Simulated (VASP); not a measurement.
Wanted: the native input for a VASP 6.6.1 run.

| Quantity | Value |
| --- | --- |
| Task | single point |
| Functional | PBEsol |
| Dispersion | D4 |
| Potentials or basis | VASP PAW PBE potentials, release 64 (Mn_pv, O) |
| Cutoff | 520 eV |
| k mesh | 10 × 10 × 10 |
| Occupations | fermi-dirac, width 0.05 eV |
| Spin | collinear spin, ferromagnetic start |
| Starting moments | [4.0, 0.0] μB |
| Dipole correction | no |
| Further INCAR settings | ALGO = Normal; EDIFF = 1e-06; NBANDS = 20 |

The structure of MnO lies in POSCAR:

```
MnO
1.0
    0.0000000000      2.1938512115      2.1938512115
    2.1938512115      0.0000000000      2.1938512115
    2.1938512115      2.1938512115      0.0000000000
Mn O
1 1
Direct
    0.0000000000      0.0000000000      0.0000000000
    0.5000000000      0.5000000000      0.5000000000
```

One way to write it, as run:

INCAR

```
PREC = Accurate
ENCUT = 520
EDIFF = 1E-6
ISMEAR = -1
SIGMA = 0.05
LREAL = False
LASPH = True
NELM = 150
ALGO = Normal
ISIF = 2
LWAVE = False
LCHARG = False
ISPIN = 2
MAGMOM = 4 0
LORBIT = 11
LMAXMIX = 4
GGA = PS
IVDW = 13
NBANDS = 20
```

KPOINTS

```
Automatic mesh
0
Gamma
  10 10 10
```

Potentials or basis: VASP PAW PBE potentials, release 64 (Mn_pv, O).

The run is started by

```bash
$ cat potpaw_PBE.64/Mn_pv/POTCAR potpaw_PBE.64/O/POTCAR > POTCAR
$ mpirun -np 1 vasp_std > vasp.out
```

It gave:

The pressure is -5.9 GPa, the net moment is 4.61 μB per cell and the site moments are Mn +4.20; O +0.19 μB. The valence electrons inside the program's atomic spheres are Mn 11.40; O 4.96 and the dispersion energy per atom is -0.190 eV.

Caveat: the cell stands under tension; the PAW data sets were made with another functional, which shifts forces and pressure a little; a cell with one magnetic atom can't hold antiferromagnetic order, which such compounds often take.

Run time: 50 s on 1 thread of Intel Xeon 8259CL (shared host), peak memory 0.17 GiB.
